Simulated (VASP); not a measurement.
A run of VASP 6.6.1:

INCAR

```
SYSTEM = Pt
PREC = Accurate
ENCUT = 520
EDIFF = 1E-8
ISMEAR = -1
SIGMA = 0.05
LREAL = .FALSE.
LASPH = .TRUE.
NELM = 100
ALGO = Fast
ISIF = 2
LWAVE = .FALSE.
LCHARG = .FALSE.
GGA = PE
IBRION = 8
NSW = 1
```

The input KPOINTS:

```
regular mesh
0
G
  10 10 10
  0 0 0
```

POSCAR

```
Pt
1.0
    0.0000000000      1.9609000000      1.9609000000
    1.9609000000      0.0000000000      1.9609000000
    1.9609000000      1.9609000000      0.0000000000
Pt
1
Direct
    0.0000000000      0.0000000000      0.0000000000
```

Potentials or basis: VASP PAW PBE potentials, release 64 (Pt).

Command:

```sh
$ cat potpaw_PBE.64/Pt/POTCAR > POTCAR
$ mpirun -np 1 vasp_std > vasp.out
```

Hardware: 1 thread of AMD EPYC 7R13, on a shared host.

**Question.** Estimate the wall time of this run.

**Answer.** It took 94 s on 1 thread of AMD EPYC 7R13, on a shared host, peak memory 0.14 GiB. Counts: scf iterations 31, k points 47.
